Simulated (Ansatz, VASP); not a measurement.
V: VASP beside Ansatz

File INCAR:

```
SYSTEM = V
PREC     = Accurate       ! precision mode
ENCUT    = 520            ! plane-wave cutoff, eV
EDIFF    = 1E-7           ! SCF threshold, eV
ISMEAR   = -1             ! smearing method
SIGMA    = 0.1            ! smearing width, eV
LREAL    = .False.        ! projectors in reciprocal space
LASPH    = .True.         ! aspherical terms in the spheres
NELM     = 100            ! most SCF steps
ALGO     = Normal         ! electronic algorithm
ISIF     = 2              ! what is computed and relaxed
LWAVE    = .False.        ! write WAVECAR
LCHARG   = .False.        ! write CHGCAR
GGA      = PS             ! functional
NBANDS   = 12             ! bands
```

KPOINTS

```
regular mesh
0
Gamma
  17 17 17
  0 0 0
```

File POSCAR:

```
V
1.0
    2.4130991335      0.0000000000      0.0000000000
    0.0000000000      2.4130991335      0.0000000000
    0.0000000000      0.0000000000      2.4130991335
V
1
Direct
    0.0000000000      0.0000000000      0.0000000000
```

Input for Ansatz:

```yaml
crystal:
  lattice:
    - [2.4130991335, 0.0, 0.0]
    - [0.0, 2.4130991335, 0.0]
    - [0.0, 0.0, 2.4130991335]
  atoms:
    - { symbol: V, position: [0.0, 0.0, 0.0] }
kpoints:
  mp_grid: { grid: [17, 17, 17] }
scf:
  occupations: { method: fermi_dirac, width: 0.1 }
hamiltonian:
  xc: pbesol
  pseudopotentials: { kind: all_electron, datasets: crystal }
output:
  forces: true
  stress: true
  eigenvalues: true
```

Change from the starting cell: volume scaled by 1, crystal datasets.

Alike in both runs: task single point; functional PBEsol; k mesh 17 × 17 × 17; occupations fermi-dirac, width 0.1 eV; no spin polarisation.

|  | VASP | Ansatz |
| --- | --- | --- |
| version | VASP 6.6.1 | Ansatz 0.2.0 |
| potentials or method | VASP PAW PBE potentials, release 64 (V_sv), cutoff 520 eV | all-electron PAW with datasets made for the crystal, scalar-relativistic |

|  | VASP | Ansatz | Ansatz less VASP |
| --- | --- | --- | --- |
| pressure (GPa) | 0.3 | 0.0 | -0.34 |

VASP's potentials were made for PBE, not for PBEsol. Ansatz ran all-electron here, and VASP with PAW potentials.
